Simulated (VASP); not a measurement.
Crystal: Sn.

```
Sn
1.0
     6.07570    0.00000    0.00000
     0.00000    6.07570    0.00000
     0.00000    0.00000    6.07570
Sn
8
Direct
  0.00000 0.00000 0.00000
  0.50000 0.50000 0.50000
  0.25000 0.00000 0.50000
  0.75000 0.00000 0.50000
  0.50000 0.25000 0.00000
  0.50000 0.75000 0.00000
  0.00000 0.50000 0.25000
  0.00000 0.50000 0.75000
```

| Quantity | Value |
| --- | --- |
| Program | VASP 6.6.1 |
| Task | relaxation of cell and atoms |
| Functional | LDA |
| Potentials or basis | VASP PAW LDA potentials, release 64 (Sn_d) |
| Cutoff | 600 eV |
| k mesh | 4 × 4 × 4 |
| Occupations | fermi-dirac, width 0.1 eV |
| Spin | no spin polarisation |

At the start: pressure -2.7 GPa; volume 28.03 Å³/atom.

How do energy, volume and symmetry change on relaxing?

Over 3 steps the energy falls by 14.2 meV/atom and the volume is 26.45 Å³/atom (-5.6 %); space group Pm-3n (No. 223, to 0.1 Å) before and after.

The path:
```
step  energy change (eV)  largest force (eV/Å)  pressure (GPa)  volume (Å³)
   1              0.0000                0.0000           -2.74       224.28
   2             -0.1087                0.0000            0.68       209.07
   3             -0.1140                0.0000            0.01       211.63
```

Final structure:
```xyz
8
Lattice="5.9592 0.0000 0.0000 0.0000 5.9592 0.0000 0.0000 0.0000 5.9592" Properties=species:S:1:pos:R:3 pbc="T T T"
Sn    0.0000    0.0000    0.0000
Sn    2.9796    2.9796    2.9796
Sn    1.4898    0.0000    2.9796
Sn    4.4694    0.0000    2.9796
Sn    2.9796    1.4898    0.0000
Sn    2.9796    4.4694    0.0000
Sn    5.9592    2.9796    1.4898
Sn    0.0000    2.9796    4.4694
```
